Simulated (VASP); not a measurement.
# Ir (Fm-3m) in VASP: a series of runs

The runs below take Ir through single point, relaxation of cell and atoms, with PBE.

Everything below comes from runs of VASP 6.6.1. Logs are shortened: lines on timing, memory, paths and dates and some standing lists are left out, and cuts for length are marked.

**1. The cell of the first run**

It takes space group Fm-3m (No. 225, cubic). The conventional cell has a = 3.876 Å, b = 3.876 Å, c = 3.876 Å, α = 90.00°, β = 90.00°, γ = 90.00°. Ir (site symmetry m-3m) has 12 Ir at 2.74 Å within 3.6 Å.

**2. Single point, PBE**

The input, INCAR:

```
PREC = Accurate
ENCUT = 520
EDIFF = 1E-7
ISMEAR = 0
SIGMA = 0.1
LREAL = False
LASPH = True
NELM = 60
ALGO = Normal
ISIF = 2
LWAVE = False
LCHARG = False
GGA = PE
NBANDS = 10
```

The input, KPOINTS:

```
regular mesh
0
Gamma
  8 8 8
```

The input, POSCAR:

```
Ir
1.0
    0.0000000000      1.9379186392      1.9379186392
    1.9379186392      0.0000000000      1.9379186392
    1.9379186392      1.9379186392      0.0000000000
Ir
1
Direct
    0.0000000000      0.0000000000      0.0000000000
```

Potentials or basis: VASP PAW PBE potentials, release 64 (Ir).

Started as:

```sh
$ cat potpaw_PBE.64/Ir/POTCAR > POTCAR
$ mpirun -np 1 vasp_std > vasp.out
```

OUTCAR:

```text
PREC = Accurate
   ENCUT = 520
   EDIFF = 1E-7
   ISMEAR = 0
   LREAL = False
   LASPH = True
   NELM = 60
   ISIF = 2
   GGA = PE

 ion  position               nearest neighbor table
   1  0.000  0.000  0.000-

  LATTYP: Found a face centered cubic cell.
 ALAT       =     3.8758372784

  Lattice vectors:

 A1 = (   0.0000000000,   1.9379186392,   1.9379186392)
 A2 = (   1.9379186392,   0.0000000000,   1.9379186392)
 A3 = (   1.9379186392,   1.9379186392,   0.0000000000)

Analysis of symmetry for initial positions (statically):
=====================================================================
 Subroutine PRICEL returns:
 Original cell was already a primitive cell.

 Routine SETGRP: Setting up the symmetry group for a
 face centered cubic supercell.

 Subroutine GETGRP returns: Found 48 space group operations
 (whereof 48 operations were pure point group operations)
 out of a pool of 48 trial point group operations.

The static configuration has the point symmetry O_h .

Analysis of symmetry for dynamics (positions and initial velocities):
=====================================================================
 Subroutine PRICEL returns:
 Original cell was already a primitive cell.

 Routine SETGRP: Setting up the symmetry group for a
 face centered cubic supercell.

 Subroutine GETGRP returns: Found 48 space group operations
 (whereof 48 operations were pure point group operations)
 out of a pool of 48 trial point group operations.

The dynamic configuration has the point symmetry O_h .

 Subroutine INISYM returns: Found 48 space group operations
 (whereof 48 operations are pure point group operations),
 and found     1 'primitive' translations

----------------------------------------------------------------------------------------

                                     Primitive cell

  volume of cell :      14.5558

  direct lattice vectors                    reciprocal lattice vectors
     0.000000000  1.937918639  1.937918639    -0.258008768  0.258008768  0.258008768
     1.937918639  0.000000000  1.937918639     0.258008768 -0.258008768  0.258008768
     1.937918639  1.937918639  0.000000000     0.258008768  0.258008768 -0.258008768

  length of vectors
     2.740630822  2.740630822  2.740630822     0.446884294  0.446884294  0.446884294

  position of ions in fractional coordinates (direct lattice)
     0.000000000  0.000000000  0.000000000

  ion indices of the primitive-cell ions
   primitive index   ion index
                 1           1

----------------------------------------------------------------------------------------

 KPOINTS: regular mesh

Automatic generation of k-mesh.
 Grid dimensions read from file:
 generate k-points for:    8    8    8

 Generating k-lattice:

  Cartesian coordinates                     Fractional coordinates (reciprocal lattice)
    -0.032251096  0.032251096  0.032251096     0.125000000  0.000000000  0.000000000
     0.032251096 -0.032251096  0.032251096     0.000000000  0.125000000  0.000000000
     0.032251096  0.032251096 -0.032251096     0.000000000  0.000000000  0.125000000

  Length of vectors
     0.055860537  0.055860537  0.055860537

  Shift w.r.t. Gamma in fractional coordinates (k-lattice)
     0.000000000  0.000000000  0.000000000

 Subroutine IBZKPT returns following result:
 ===========================================

 Found     29 irreducible k-points:

 Following reciprocal coordinates:
            Coordinates               Weight
  0.000000  0.000000  0.000000      1.000000
  0.125000  0.000000  0.000000      8.000000
  0.250000  0.000000  0.000000      8.000000
  0.375000  0.000000  0.000000      8.000000
  0.500000  0.000000  0.000000      4.000000
  0.125000  0.125000  0.000000      6.000000
[... 16 lines left out ...]
  0.500000  0.250000  0.125000     48.000000
 -0.375000  0.250000  0.125000     24.000000
 [... further k-points ...]
   k-points           NKPTS =     29   k-points in BZ     NKDIM =     29   number of bands    NBANDS=     10
   number of dos      NEDOS =    301   number of ions     NIONS =      1
   total plane-waves  NPLWV =   8000
   dimension x,y,z NGX =    20 NGY =   20 NGZ =   20
   dimension x,y,z NGXF=    40 NGYF=   40 NGZF=   40
   ions per type =               1
   NGX,Y,Z   is equivalent  to a cutoff of  12.13, 12.13, 12.13 a.u.
   NGXF,Y,Z  is equivalent  to a cutoff of  24.26, 24.26, 24.26 a.u.
 SYSTEM =  unknown system
   PREC   = accura    normal or accurate (medium, high low for compatibility)
   ISTART =      0    job   : 0-new  1-cont  2-samecut
   ICHARG =      2    charge: 1-file 2-atom 10-const
   ISPIN  =      1    spin polarized calculation?
   LNONCOLLINEAR =      F non collinear calculations
   LSORBIT =      F    spin-orbit coupling
   LASPH  =      T    aspherical Exc in radial PAW
   ENCUT  =  520.0 eV  38.22 Ry    6.18 a.u.   5.10  5.10  5.10*2*pi/ulx,y,z
   NELM   =     60;   NELMIN=  2; NELMDL= -5     # of ELM steps
[... 118 lines left out ...]
     10      29.4601      0.00000

 k-point     6 :       0.1250    0.1250    0.0000
  band No.  band energies     occupation
      1      -0.0210      2.00000
      2       5.5747      2.00000
      3       6.6964      2.00000
      4       6.6964      2.00000
      5       8.0674      2.00000
      6       9.0340      2.00000
      7      25.7575      0.00000
      8      28.1364      0.00000
      9      29.8618      0.00000
     10      29.8618      0.00000

 k-point     7 :       0.2500    0.1250    0.0000
  band No.  band energies     occupation
      1       1.2763      2.00000
      2       5.0798      2.00000
      3       6.7578      2.00000
      4       7.1152      2.00000
      5       8.1829      2.00000
      6       9.4134      2.00000
      7      25.3928      0.00000
      8      27.3442      0.00000
      9      30.0688      0.00000
     10      30.9535      0.00000

 k-point     8 :       0.3750    0.1250    0.0000
  band No.  band energies     occupation
      1       2.4766      2.00000
      2       5.6200      2.00000
      3       6.0771      2.00000
      4       6.9408      2.00000
      5      10.0352      0.34727
      6      10.3580      0.00000
      7      21.1730      0.00000
      8      26.0486      0.00000
      9      29.2202      0.00000
     10      31.0117      0.00000

 k-point     9 :       0.5000    0.1250    0.0000
  band No.  band energies     occupation
      1       2.6376      2.00000
      2       5.6424      2.00000
      3       6.6206      2.00000
      4       7.3918      2.00000
      5      10.8140      0.00000
      6      12.4479      0.00000
      7      17.0625      0.00000
      8      24.8711      0.00000
      9      28.6446      0.00000
     10      28.7061      0.00000
[... 118 lines left out ...]
 k-point    19 :       0.5000    0.3750    0.0000
  band No.  band energies     occupation
      1       2.7366      2.00000
      2       3.3032      2.00000
      3       8.5781      2.00000
      4       9.8816      1.78232
      5      11.0822      0.00000
      6      13.3827      0.00000
      7      19.3306      0.00000
      8      22.5821      0.00000
      9      23.0217      0.00000
     10      31.3148      0.00000

 k-point    20 :      -0.3750    0.3750    0.0000
  band No.  band energies     occupation
      1       3.2678      2.00000
      2       4.1773      2.00000
      3       7.1449      2.00000
      4       9.0845      2.00000
      5      10.4972      0.00000
      6      16.1316      0.00000
      7      17.3976      0.00000
      8      21.0639      0.00000
      9      25.1908      0.00000
     10      30.6173      0.00000

 k-point    21 :       0.5000    0.5000    0.0000
  band No.  band energies     occupation
      1       2.3386      2.00000
      2       2.8817      2.00000
      3      10.7447      0.00000
      4      11.3164      0.00000
      5      11.3164      0.00000
      6      11.6188      0.00000
      7      20.0497      0.00000
      8      21.4945      0.00000
      9      21.4945      0.00000
     10      30.7811      0.00000

 k-point    22 :       0.3750    0.2500    0.1250
  band No.  band energies     occupation
      1       2.6294      2.00000
      2       4.6168      2.00000
      3       6.1271      2.00000
      4       8.1338      2.00000
      5       8.1995      2.00000
      6      10.6699      0.00000
      7      24.0134      0.00000
      8      26.5610      0.00000
      9      28.2913      0.00000
     10      30.3772      0.00000

 k-point    23 :       0.5000    0.2500    0.1250
  band No.  band energies     occupation
      1       3.5118      2.00000
      2       5.1404      2.00000
      3       5.5100      2.00000
      4       7.7603      2.00000
      5       9.7751      1.99383
      6      12.6696      0.00000
      7      19.9257      0.00000
      8      25.0941      0.00000
      9      26.5496      0.00000
     10      31.0603      0.00000

 k-point    24 :      -0.3750    0.2500    0.1250
  band No.  band energies     occupation
      1       3.5436      2.00000
      2       4.9194      2.00000
      3       6.4542      2.00000
      4       7.4580      2.00000
      5      10.4681      0.00000
      6      14.9565      0.00000
      7      16.3587      0.00000
      8      25.4760      0.00000
      9      25.4765      0.00000
     10      29.5033      0.00000

 [... further k-points ...]
[... 5 lines left out ...]
  --------------------------------------------------------------------------------------
  -------------------------------------------------------------------------------------
  Total        0.0381202      0.0381202      0.0381202      0.0000000      0.0000000      0.0000000
  in kB        4.1959434      4.1959434      4.1959434      0.0000000      0.0000000      0.0000000
  external PRESSURE =       4.1959434 kB  Pullay stress =       0.0000000 kB

 VOLUME and BASIS-vectors are now :
 -----------------------------------------------------------------------------
  energy-cutoff  :      520.00
  volume of cell :       14.56
      direct lattice vectors                 reciprocal lattice vectors
     0.000000000  1.937918639  1.937918639    -0.258008768  0.258008768  0.258008768
     1.937918639  0.000000000  1.937918639     0.258008768 -0.258008768  0.258008768
     1.937918639  1.937918639  0.000000000     0.258008768  0.258008768 -0.258008768

 POSITION                                       TOTAL-FORCE (eV/Angst)
 -----------------------------------------------------------------------------------
      0.00000      0.00000      0.00000         0.000000      0.000000      0.000000
 -----------------------------------------------------------------------------------
    total drift:                               -0.000000     -0.000000     -0.000000

  FREE ENERGIE OF THE ION-ELECTRON SYSTEM (eV)
  ---------------------------------------------------
  free  energy   TOTEN  =        -8.7820904494 eV

  energy  without entropy=       -8.7731900799  energy(sigma->0) =       -8.77764026
```

Wall time 9.3 s (1 thread of AMD EPYC 7R43 (Zen 3), shared host); peak memory 0.09 GiB.

Results:

```
Free energy : -8.7821 eV
Pressure    : 0.4 GPa
```

Caveat: spin-orbit coupling is left out, which moves the levels of the heavy elements.

**3. Single point, PBE**

This run uses another cell than the first one, of 14.49 Å³/atom, 0.996 times its volume.

The input, INCAR:

```
SYSTEM = Ir
ALGO     = Fast           ! electronic algorithm
EDIFF    = 1E-7           ! SCF threshold, eV
ENCUT    = 520            ! plane-wave cutoff, eV
GGA      = PE             ! functional
ISIF     = 2              ! what is computed and relaxed
ISMEAR   = 0              ! smearing method
LASPH    = .True.         ! aspherical terms in the spheres
LCHARG   = .False.        ! write CHGCAR
LREAL    = .False.        ! projectors in reciprocal space
LWAVE    = .False.        ! write WAVECAR
NBANDS   = 10             ! bands
NELM     = 100            ! most SCF steps
PREC     = Accurate       ! precision mode
SIGMA    = 0.1            ! smearing width, eV
```

The input, KPOINTS:

```
k-points
0
Gamma
  18 18 18
  0 0 0
```

The input, POSCAR:

```
Ir
1.0
    0.0000000000      1.9352071164      1.9352071164
    1.9352071164      0.0000000000      1.9352071164
    1.9352071164      1.9352071164      0.0000000000
Ir
1
Direct
    0.0000000000      0.0000000000      0.0000000000
```

Potentials or basis: VASP PAW PBE potentials, release 64 (Ir).

Started as:

```sh
$ cat potpaw_PBE.64/Ir/POTCAR > POTCAR
$ mpirun -np 1 vasp_std > vasp.out
```

Wall time 75 s (1 thread of AMD EPYC 7R43 (Zen 3), shared host); peak memory 0.11 GiB.

The run converged. Its results:

* Free energy: -8.8538 eV
* Pressure: 0.5 GPa

Levels at points of the mesh, in eV from the Fermi level:
```csv
k point,band 2,band 3,band 4,band 5,band 6,band 7
"(0.00, 0.00, 0.00)",-3.77,-3.77,-3.77,-1.19,-1.19,14.34
"(0.50, 0.00, 0.00)",-3.87,-3.87,-0.73,0.82,0.82,6.99
"(0.50, 0.50, 0.00)",-7.11,0.79,1.38,1.38,1.67,10.15
```

Caveat: spin-orbit coupling is left out, which moves the levels of the heavy elements.

**4. Relaxation of cell and atoms, PBE**

The input, INCAR:

```
SYSTEM = Ir
ALGO = Normal
EDIFF = 1E-6
EDIFFG = -0.002
ENCUT = 600
GGA = PE
IBRION = 2
ISIF = 3
ISMEAR = 0
LASPH = .True.
LCHARG = .False.
LREAL = .False.
LWAVE = .False.
NELM = 60
NSW = 100
PREC = Accurate
SIGMA = 0.1
```

KPOINTS is that of step 3.

The input, POSCAR:

```
Ir
1.0
    0.0000000000      1.9379186392      1.9379186392
    1.9379186392      0.0000000000      1.9379186392
    1.9379186392      1.9379186392      0.0000000000
Ir
1
Direct
    0.0000000000      0.0000000000      0.0000000000
```

Started as:

```sh
$ cat potpaw_PBE.64/Ir/POTCAR > POTCAR
$ mpirun -np 1 vasp_std > vasp.out
```

Wall time 2.1 min (1 thread of AMD EPYC 7R43 (Zen 3), shared host); peak memory 0.15 GiB.

Results (log left out):

| Item | Value |
| --- | --- |
| Free energy | -8.8540 eV |
| Relaxed volume | 14.52 Å³/atom |
| Relaxed cell | a = 2.738 Å, b = 2.738 Å, c = 2.738 Å, α = 60.00°, β = 60.00°, γ = 60.00° |
| Space group after relaxing (to 0.05 Å) | Fm-3m (No. 225) |
| Energy gained by relaxing | 0.1 meV/atom |
| Ionic steps | 4 |
| Pressure after relaxing | 0.0 GPa |

Final structure:
```
Ir
1.0
     0.00000    1.93641    1.93641
     1.93641    0.00000    1.93641
     1.93641    1.93641    0.00000
Ir
1
Direct
  0.00000 0.00000 0.00000
```

Levels at points of the mesh, in eV from the Fermi level:
```
           k point  band 1  band 2  band 3  band 4  band 5  band 6  band 7  band 8
(0.00, 0.00, 0.00)  -10.87   -3.76   -3.76   -3.76   -1.19   -1.19   14.34   19.78
(0.50, 0.00, 0.00)   -7.86   -3.86   -3.86   -0.72    0.82    0.82    6.97   13.88
(0.50, 0.50, 0.00)   -7.65   -7.09    0.79    1.37    1.37    1.67   10.13   11.56
```

Caveat: spin-orbit coupling is left out, which moves the levels of the heavy elements.

**5. Single point, PBE**

This run uses another cell than the first one, of 14.52 Å³/atom, 0.998 times its volume.

The input, INCAR:

```
SYSTEM = Ir
PREC = Accurate ; ENCUT = 500
EDIFF = 1E-6 ; ISMEAR = -1
SIGMA = 0.15 ; LREAL = .False.
LASPH = .True. ; NELM = 120
ALGO = Normal ; ISIF = 2
LWAVE = .False. ; LCHARG = .False.
GGA = PE ; NBANDS = 10
GGA_COMPAT = .False.
```

The input, KPOINTS:

```
Automatic mesh
0
Gamma
  20 20 20
  0 0 0
```

The input, POSCAR:

```
Ir
1.0
    0.0000000000      1.9364043902      1.9364043902
    1.9364043902      0.0000000000      1.9364043902
    1.9364043902      1.9364043902      0.0000000000
Ir
1
Direct
    0.0000000000      0.0000000000      0.0000000000
```

Started as:

```sh
$ cat potpaw_PBE.64/Ir/POTCAR > POTCAR
$ mpirun -np 1 vasp_std > vasp.out
```

Run time: 15 s. Hardware: 1 thread of Intel Xeon 6975P-C, shared host; peak memory 0.16 GiB.

Results (log left out):

```yaml
Free_energy: -8.8862 eV
Pressure: 0.5 GPa
```

Levels at points of the mesh, in eV from the Fermi level:
```tsv
k point	band 2	band 3	band 4	band 5	band 6	band 7
(0.00, 0.00, 0.00)	-3.70	-3.70	-3.70	-1.12	-1.12	14.41
(0.50, 0.00, 0.00)	-3.79	-3.79	-0.66	0.89	0.89	7.04
(0.50, 0.50, 0.00)	-7.02	0.86	1.44	1.44	1.74	10.19
```

Caveat: spin-orbit coupling is left out, which moves the levels of the heavy elements.

**6. Relaxation of cell and atoms, PBE**

This run uses another cell than the first one, of 14.49 Å³/atom, 0.996 times its volume.

The input, INCAR:

```
  ALGO = Normal
  EDIFF = 1E-7
  EDIFFG = -0.001
  ENCUT = 500
  GGA = PE
  GGA_COMPAT = F
  IBRION = 2
  ISIF = 3
  ISMEAR = -1
  LASPH = T
  LCHARG = F
  LREAL = F
  LWAVE = F
  NELM = 120
  NELMIN = 4
  NSW = 80
  PREC = Accurate
  SIGMA = 0.15
```

The input, KPOINTS:

```
k-points
0
Gamma
  20 20 20
```

The input, POSCAR:

```
Ir
1.0
    0.0000000000      1.9352071164      1.9352071164
    1.9352071164      0.0000000000      1.9352071164
    1.9352071164      1.9352071164      0.0000000000
Ir
1
Direct
    0.0000000000      0.0000000000      0.0000000000
```

Potentials or basis: VASP PAW PBE potentials, release 64 (Ir).

Started as:

```sh
$ cat potpaw_PBE.64/Ir/POTCAR > POTCAR
$ mpirun -np 1 vasp_std > vasp.out
```

Wall time 42 s (1 thread of Intel Xeon 6975P-C, shared host); peak memory 0.16 GiB.

The run converged. Its results:

```yaml
Free_energy: -8.8862 eV
Relaxed_volume: 14.54 Å³/atom
Relaxed_cell: a = 2.740 Å, b = 2.740 Å, c = 2.740 Å, α = 60.00°, β = 60.00°, γ = 60.00°
Space_group_after_relaxing_to_0.05_Å: Fm-3m (No. 225)
Energy_gained_by_relaxing: 0.2 meV/atom
Ionic_steps: 4
Pressure_after_relaxing: 0.0 GPa
```

The path:
```
step  energy change (eV)  largest force (eV/Å)  pressure (GPa)  volume (Å³)
   1              0.0000                0.0000            1.17        14.49
   2              0.0020                0.0000           -3.98        14.72
   3             -0.0002                0.0000            0.01        14.54
   4             -0.0002                0.0000           -0.01        14.54
```

Final structure:
```
Ir
1.0
     0.00000    1.93738    1.93738
     1.93738    0.00000    1.93738
     1.93738    1.93738    0.00000
Ir
1
Cartesian
  3.8748 3.8748 3.8748
```

Levels at points of the mesh, in eV from the Fermi level:
| k point | band 1 | band 2 | band 3 | band 4 | band 5 | band 6 | band 7 | band 8 |
| --- | --- | --- | --- | --- | --- | --- | --- | --- |
| (0.00, 0.00, 0.00) | -10.79 | -3.69 | -3.69 | -3.69 | -1.12 | -1.12 | 14.41 | 19.83 |
| (0.50, 0.00, 0.00) | -7.77 | -3.78 | -3.78 | -0.65 | 0.89 | 0.89 | 7.02 | 13.95 |
| (0.50, 0.50, 0.00) | -7.56 | -7.00 | 0.85 | 1.44 | 1.44 | 1.74 | 10.17 | 11.61 |

Caveat: spin-orbit coupling is left out, which moves the levels of the heavy elements. Zero-point motion and thermal expansion aren't in these numbers.

**7. Summary**

| task | cell | k mesh | cutoff (eV) | smearing | gap on the mesh (eV) | pressure (GPa) | relaxed volume (Å³/atom) |
| --- | --- | --- | --- | --- | --- | --- | --- |
| single point | a = 2.741 Å, angles 60.0°, 1 atom | 8 × 8 × 8 | 520 | gaussian 0.1 eV | none | 0.4 | - |
| single point | a = 2.737 Å, angles 60.0°, 1 atom | 18 × 18 × 18 | 520 | gaussian 0.1 eV | none | 0.5 | - |
| relaxation of cell and atoms | relaxed from a = 2.741 Å, angles 60.0°, 1 atom | 18 × 18 × 18 | 600 | gaussian 0.1 eV | none | 0.0 | 14.52 |
| single point | a = 2.738 Å, angles 60.0°, 1 atom | 20 × 20 × 20 | 500 | fermi-dirac 0.15 eV | none | 0.5 | - |
| relaxation of cell and atoms | relaxed from a = 2.737 Å, angles 60.0°, 1 atom | 20 × 20 × 20 | 500 | fermi-dirac 0.15 eV | none | 0.0 | 14.54 |

Alike in all rows: level PBE; potentials or basis VASP PAW PBE potentials, release 64 (Ir); no spin polarisation.

Caveats: spin-orbit coupling is left out, which moves the levels of the heavy elements.

Total energies depend on the potentials used, so only differences within one code and one set of settings carry meaning.
